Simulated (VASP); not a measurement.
Input of a VASP 6.6.1 run:

INCAR

```
PREC = Accurate
ENCUT = 600
EDIFF = 1E-6
ISMEAR = 0
SIGMA = 0.1
LREAL = False
LASPH = True
NELM = 60
ALGO = Normal
ISIF = 3
LWAVE = False
LCHARG = False
GGA = PE
IBRION = 2
NSW = 90
EDIFFG = -0.04
```

KPOINTS

```
Automatic mesh
0
Gamma
  6 6 6
```

Contents of POSCAR:

```
Ga2N
1.0
    0.0000000000      2.8862665500      2.8862665500
    2.8862665500      0.0000000000      2.8862665500
    2.8862665500      2.8862665500      0.0000000000
Ga N
2 1
Direct
    0.5000000000      0.5000000000      0.5000000000
    0.7500000000      0.7500000000      0.7500000000
    0.0000000000      0.0000000000      0.0000000000
```

Potentials or basis: VASP PAW PBE potentials, release 64 (Ga_d, N).

Run with:

```bash
$ cat potpaw_PBE.64/Ga_d/POTCAR potpaw_PBE.64/N/POTCAR > POTCAR
$ mpirun -np 1 vasp_std > vasp.out
```

**Question.** Predict the relaxed volume.

**Answer.** 15.90 Å³/atom.

**Question.** What does it give for the relaxed cell?

**Answer.** a = 4.071 Å, b = 4.071 Å, c = 4.071 Å, α = 60.00°, β = 60.00°, γ = 60.00°.

Step by step:
```
step  energy change (eV)  largest force (eV/Å)  pressure (GPa)  volume (Å³)
   1              0.0000                0.0000           -0.57        48.09
   2             -0.0008                0.0000            0.06        47.69
```
